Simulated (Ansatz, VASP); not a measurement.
**Two plane-wave programs on Mo**

```
Mo
1.0
    -1.56781    1.56781    1.56781
     1.56781   -1.56781    1.56781
     1.56781    1.56781   -1.56781
Mo
1
Direct
  0.00000 0.00000 0.00000
```

Change from the starting cell: volume scaled by 0.97, PAW files.

Alike in both runs: task electric field gradients; functional r2SCAN; k mesh 15 × 15 × 15; occupations fermi-dirac, width 0.05 eV; no spin polarisation.

|  | VASP | Ansatz |
| --- | --- | --- |
| version | VASP 6.6.1 | Ansatz 0.2.0 |
| potentials or method | VASP PAW PBE potentials, release 64 (Mo_sv) | PAW with Ansatz's default frozen-core files, scalar-relativistic |
| plane-wave cutoff (eV) | 520 | 500 |
| valence electrons in the cell | 14 | 14 |

Ansatz gave:

| Item | Value |
| --- | --- |
| pressure (GPa) | 4.3 |

Q: What did VASP give for the same quantities?

A: Pressure (GPa): 5.5.

VASP's potentials were made for PBE, not for r2SCAN. With one functional, cell and mesh, what is left measures potentials, basis and numerics.
